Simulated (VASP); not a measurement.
# Ge (Cmmm) in VASP: a series of runs

The runs below take Ge through single point, with LDA.

Everything below comes from runs of VASP 6.6.1. Logs are shortened: lines on timing, memory, paths and dates and some standing lists are left out, and cuts for length are marked.

**1. The cell of the first run**

It takes space group Cmmm (No. 65, orthorhombic). Conventional cell: a = 2.794 Å, b = 5.201 Å, c = 2.698 Å, α = 90.00°, β = 90.00°, γ = 90.00°. Within 3.6 Å of Ge (site symmetry mmm) lie 8 Ge at 2.70 to 2.95 Å.

**2. Single point, LDA**

INCAR reads:

```
SYSTEM = Ge
ALGO = Normal
EDIFF = 1E-6
ENCUT = 520
GGA = CA
ISIF = 2
ISMEAR = 0
LASPH = .TRUE.
LCHARG = .TRUE.
LELF = .TRUE.
LREAL = .FALSE.
LVHAR = .TRUE.
LWAVE = .FALSE.
NBANDS = 13
NELM = 80
PREC = Accurate
SIGMA = 0.2
```

KPOINTS reads:

```
k-points
0
G
  5 5 5
  0 0 0
```

POSCAR reads:

```
Ge
1.0
    1.3971490000     -2.6005160000      0.0000000000
    1.3971490000      2.6005160000      0.0000000000
    0.0000000000      0.0000000000      2.6982310000
Ge
1
Direct
    0.5000000000      0.5000000000      0.0000000000
```

Potentials or basis: VASP PAW LDA potentials, release 64 (Ge_d).

Launch:

```bash
> cat potpaw_LDA.64/Ge_d/POTCAR > POTCAR
> mpirun -np 1 vasp_std > vasp.out
```

OUTCAR:

```text
SYSTEM = Ge
   EDIFF = 1E-6
   ENCUT = 520
   GGA = CA
   ISIF = 2
   ISMEAR = 0
   LASPH = .TRUE.
   LREAL = .FALSE.
   NELM = 80
   PREC = Accurate

 ion  position               nearest neighbor table
   1  0.500  0.500  0.000-

  LATTYP: Found a base centered orthorhombic cell.
 ALAT       =     2.7942980000
 B/A-ratio  =     1.8613018368
 C/A-ratio  =     0.9656203454

  Lattice vectors:

 A1 = (   1.3971490000,  -2.6005160000,   0.0000000000)
 A2 = (   1.3971490000,   2.6005160000,   0.0000000000)
 A3 = (   0.0000000000,   0.0000000000,   2.6982310000)

Analysis of symmetry for initial positions (statically):
=====================================================================
 Subroutine PRICEL returns:
 Original cell was already a primitive cell.

 Routine SETGRP: Setting up the symmetry group for a
 base centered orthorhombic supercell.

 Subroutine GETGRP returns: Found  8 space group operations
 (whereof  8 operations were pure point group operations)
 out of a pool of  8 trial point group operations.

The static configuration has the point symmetry D_2h.

Analysis of symmetry for dynamics (positions and initial velocities):
=====================================================================
 Subroutine PRICEL returns:
 Original cell was already a primitive cell.

 Routine SETGRP: Setting up the symmetry group for a
 base centered orthorhombic supercell.

 Subroutine GETGRP returns: Found  8 space group operations
 (whereof  8 operations were pure point group operations)
 out of a pool of  8 trial point group operations.

The dynamic configuration has the point symmetry D_2h.

 Subroutine INISYM returns: Found  8 space group operations
 (whereof  8 operations are pure point group operations),
 and found     1 'primitive' translations

----------------------------------------------------------------------------------------

                                     Primitive cell

  volume of cell :      19.6070

  direct lattice vectors                    reciprocal lattice vectors
     1.397149000 -2.600516000  0.000000000     0.357871637 -0.192269534  0.000000000
     1.397149000  2.600516000  0.000000000     0.357871637  0.192269534  0.000000000
     0.000000000  0.000000000  2.698231000     0.000000000  0.000000000  0.370613191

  length of vectors
     2.952068562  2.952068562  2.698231000     0.406250763  0.406250763  0.370613191

  position of ions in fractional coordinates (direct lattice)
     0.500000000  0.500000000  0.000000000

  ion indices of the primitive-cell ions
   primitive index   ion index
                 1           1

----------------------------------------------------------------------------------------

 KPOINTS: k-points

Automatic generation of k-mesh.
 Grid dimensions read from file:
 generate k-points for:    5    5    5

 Generating k-lattice:

  Cartesian coordinates                     Fractional coordinates (reciprocal lattice)
     0.071574327 -0.038453907  0.000000000     0.200000000  0.000000000  0.000000000
     0.071574327  0.038453907  0.000000000     0.000000000  0.200000000  0.000000000
     0.000000000  0.000000000  0.074122638     0.000000000  0.000000000  0.200000000

  Length of vectors
     0.081250153  0.081250153  0.074122638

  Shift w.r.t. Gamma in fractional coordinates (k-lattice)
     0.000000000  0.000000000  0.000000000

 Subroutine IBZKPT returns following result:
 ===========================================

 Found     27 irreducible k-points:

 Following reciprocal coordinates:
            Coordinates               Weight
  0.000000  0.000000  0.000000      1.000000
  0.200000 -0.000000  0.000000      4.000000
  0.400000  0.000000  0.000000      4.000000
  0.200000  0.200000  0.000000      2.000000
  0.400000  0.200000  0.000000      4.000000
 -0.400000  0.200000  0.000000      4.000000
[... 16 lines left out ...]
  0.400000  0.200000  0.400000      8.000000
 -0.400000  0.200000  0.400000      8.000000
 [... further k-points ...]
   k-points           NKPTS =     27   k-points in BZ     NKDIM =     27   number of bands    NBANDS=     13
   number of dos      NEDOS =    301   number of ions     NIONS =      1
   total plane-waves  NPLWV =  11520
   dimension x,y,z NGX =    24 NGY =   24 NGZ =   20
   dimension x,y,z NGXF=    48 NGYF=   48 NGZF=   40
   ions per type =               1
   NGX,Y,Z   is equivalent  to a cutoff of  13.52, 13.52, 12.32 a.u.
   NGXF,Y,Z  is equivalent  to a cutoff of  27.03, 27.03, 24.65 a.u.
 SYSTEM =  Ge
   PREC   = accura    normal or accurate (medium, high low for compatibility)
   ISTART =      0    job   : 0-new  1-cont  2-samecut
   ICHARG =      2    charge: 1-file 2-atom 10-const
   ISPIN  =      1    spin polarized calculation?
   LNONCOLLINEAR =      F non collinear calculations
   LSORBIT =      F    spin-orbit coupling
   LASPH  =      T    aspherical Exc in radial PAW
   ENCUT  =  520.0 eV  38.22 Ry    6.18 a.u.   5.49  5.49  5.02*2*pi/ulx,y,z
   NELM   =     80;   NELMIN=  2; NELMDL= -5     # of ELM steps
   EDIFF  = 0.1E-05   stopping-criterion for ELM
   LREAL  =      F    real-space projection
   EDIFFG = 0.1E-04   stopping-criterion for IOM
   NSW    =      0    number of steps for IOM
   IBRION =     -1    ionic relax: 0-MD 1-quasi-New 2-CG
   NFREE  =      0    steps in history (QN), initial steepest desc. (CG)
   ISIF   =      2    stress and relaxation
   ISYM   =      2    0-nonsym 1-usesym 2-fastsym
   POTIM  = 0.5000    time-step for ionic-motion
   TEBEG  =    0.0;   TEEND  =   0.0 temperature during run
   PSTRESS=    0.0 pullay stress
   NELECT =      14.0000    total number of electrons
   NUPDOWN=      -1.0000    fix difference up-down
   EMIN   =  10.00;   EMAX   =-10.00  energy-range for DOS
   EFERMI =   0.00;   METHOD = LEGACY
   ISMEAR =     0;   SIGMA  =   0.20  broadening in eV -4-tet -1-fermi 0-gaus
   EFERMI_NEDOS =   21; number of points for ismear=-14 and -15
   IALGO  =     38    algorithm
   IMIX   =      4    mixing-type and parameters
     AMIX     =   0.40;   BMIX     =  1.00
     AMIX_MAG =   1.60;   BMIX_MAG =  1.00
  volume/ion in A,a.u.               =      19.61       132.31
  Fermi-wavevector in a.u.,A,eV,Ry     =   1.463234  2.765111 29.130796  2.141053
  Thomas-Fermi vector in A             =   2.579353
   LORBIT       =      0    0 simple, 1 ext, 2 COOP (PROOUT), +10 PAW based schemes
   GGA     = CA    functional components
   LHFCALC =     F    Hartree Fock is set to
   AEXX    =    0.0000 exact exchange contribution
   IVDW    =     0    specifies the selected vdW correction
   LEPSILON=     F    determine dielectric tensor
   LRPA    =     F    only Hartree local field effects (RPA)
 non-spin polarized calculation
 Gauss-broadening in eV      SIGMA  =   0.20
  energy-cutoff  :      520.00
  volume of cell :       19.61
 maximum number of plane-waves:       540
 NGX is ok and might be reduce to    24
   NGX = 11   NGY = 11   NGZ = 11

 number of electron      14.0000003 magnetization

 Free energy of the ion-electron system (eV)
  ---------------------------------------------------
  ext. energy  EPLUGINS =         0.00000000
  ---------------------------------------------------
  free energy    TOTEN  =        -4.94421635 eV

  energy without entropy =       -4.93070216  energy(sigma->0) =       -4.93745925

 E-fermi :   5.7907     XC(G=0): -11.3172

 val. band max:        5.6428244727   @ k =   0.4000   0.4000   0.4000
 cond. band min:       5.8599259968   @ k =   0.4000   0.2000   0.2000
 fundamental gap:      0.2171015241
 Fermi energy:         5.7906509587

 k-point     1 :       0.0000    0.0000    0.0000
  band No.  band energies     occupation
      1     -18.8482      2.00000
      2     -18.7758      2.00000
      3     -18.7254      2.00000
      4     -18.6281      2.00000
      5     -18.6144      2.00000
      6      -6.9184      2.00000
      7      12.5402      0.00000
      8      12.9862      0.00000
      9      14.4755      0.00000
     10      16.2007      0.00000
     11      18.4854      0.00000
     12      20.8176      0.00000
     13      21.0110      0.00000

 k-point     2 :       0.2000   -0.0000    0.0000
  band No.  band energies     occupation
      1     -18.8257      2.00000
      2     -18.7504      2.00000
      3     -18.7149      2.00000
      4     -18.6369      2.00000
      5     -18.6283      2.00000
      6      -5.9519      2.00000
      7       8.7522      0.00000
      8      11.3190      0.00000
      9      13.4551      0.00000
     10      15.7883      0.00000
     11      17.8501      0.00000
     12      22.1970      0.00000
     13      25.3009      0.00000

 k-point     3 :       0.4000    0.0000    0.0000
  band No.  band energies     occupation
      1     -18.8158      2.00000
      2     -18.7399      2.00000
      3     -18.6651      2.00000
      4     -18.6424      2.00000
      5     -18.6366      2.00000
      6      -3.1616      2.00000
      7       2.4156      2.00000
      8       9.5774      0.00000
      9      13.7431      0.00000
     10      15.7018      0.00000
     11      20.4957      0.00000
     12      23.8920      0.00000
     13      24.7544      0.00000
[... 305 lines left out ...]
 k-point    23 :       0.4000    0.2000    0.4000
  band No.  band energies     occupation
      1     -18.7458      2.00000
      2     -18.7367      2.00000
      3     -18.7160      2.00000
      4     -18.6524      2.00000
      5     -18.5721      2.00000
      6       1.5875      2.00000
      7       3.9984      2.00000
      8       6.1602      0.00897
      9       7.7639      0.00000
     10      11.2225      0.00000
     11      14.5150      0.00000
     12      22.1827      0.00000
     13      27.5517      0.00000

 k-point    24 :      -0.4000    0.2000    0.4000
  band No.  band energies     occupation
      1     -18.7439      2.00000
      2     -18.7301      2.00000
      3     -18.6992      2.00000
      4     -18.6821      2.00000
      5     -18.5978      2.00000
      6      -1.3477      2.00000
      7       3.9018      2.00000
      8       7.7440      0.00000
      9       9.7777      0.00000
     10      13.8389      0.00000
     11      16.6044      0.00000
     12      23.1617      0.00000
     13      26.3824      0.00000

 [... further k-points ...]
[... 5 lines left out ...]
  --------------------------------------------------------------------------------------
  -------------------------------------------------------------------------------------
  Total       -0.9463718      0.3096920     -0.6934591     -0.0000000      0.0000000      0.0000000
  in kB      -77.3323101     25.3063324    -56.6656723     -0.0000000      0.0000000      0.0000000
  external PRESSURE =     -36.2305500 kB  Pullay stress =       0.0000000 kB

 VOLUME and BASIS-vectors are now :
 -----------------------------------------------------------------------------
  energy-cutoff  :      520.00
  volume of cell :       19.61
      direct lattice vectors                 reciprocal lattice vectors
     1.397149000 -2.600516000  0.000000000     0.357871637 -0.192269534  0.000000000
     1.397149000  2.600516000  0.000000000     0.357871637  0.192269534  0.000000000
     0.000000000  0.000000000  2.698231000     0.000000000  0.000000000  0.370613191

 POSITION                                       TOTAL-FORCE (eV/Angst)
 -----------------------------------------------------------------------------------
      1.39715      0.00000      0.00000        -0.000000      0.000000      0.000000
 -----------------------------------------------------------------------------------
    total drift:                               -0.000000     -0.000000     -0.000000

  FREE ENERGIE OF THE ION-ELECTRON SYSTEM (eV)
  ---------------------------------------------------
  free  energy   TOTEN  =        -4.9442163461 eV

  energy  without entropy=       -4.9307021593  energy(sigma->0) =       -4.93745925
```

It used 5.4 s of CPU time on 1 thread of AMD EPYC 7R13 Processor (Zen 3) (shared host).

Results:

```yaml
Free_energy: -4.9442 eV
Pressure: -3.6 GPa
Band_gap_on_the_k_mesh: zero (band 7 reaches 12.54 eV, above the bottom of band 8 at 4.87 eV)
```

Caveat: the k points lie up to 0.51 Å⁻¹ apart.

**3. Single point, LDA**

INCAR reads:

```
PREC = Accurate
ENCUT = 520
EDIFF = 1E-6
ISMEAR = 0
SIGMA = 0.2
LREAL = F
LASPH = T
NELM = 80
ALGO = Normal
ISIF = 2
LWAVE = F
LCHARG = F
GGA = CA
NBANDS = 13
```

KPOINTS reads:

```
Automatic mesh
0
Gamma
  5 5 5
```

POSCAR is that of step 2.

Potentials or basis: VASP PAW LDA potentials, release 64 (Ge_d).

Launch:

```bash
> cat potpaw_LDA.64/Ge_d/POTCAR > POTCAR
> mpirun -np 1 vasp_std > vasp.out
```

It used 5 s of CPU time on 1 thread of AMD EPYC 7R13 Processor (Zen 3), with other jobs on the host.

The run converged. Its results:

| Property | Result |
| --- | --- |
| Free energy | -4.9442 eV |
| Pressure | -3.6 GPa |
| Band gap on the k mesh | zero (band 7 reaches 12.54 eV, above the bottom of band 8 at 4.87 eV) |

Stress tensor (GPa, compression positive):
```
-7.73  0.00  0.00
 0.00  2.53  0.00
 0.00  0.00 -5.67
```

Levels at points of the mesh, in eV from the Fermi level:
| k point | band 5 | band 6 | band 7 | band 8 | band 9 | band 10 |
| --- | --- | --- | --- | --- | --- | --- |
| (0.00, 0.00, 0.00) | -24.41 | -12.71 | 6.75 | 7.20 | 8.68 | 10.41 |

Caveat: the k points lie up to 0.51 Å⁻¹ apart.
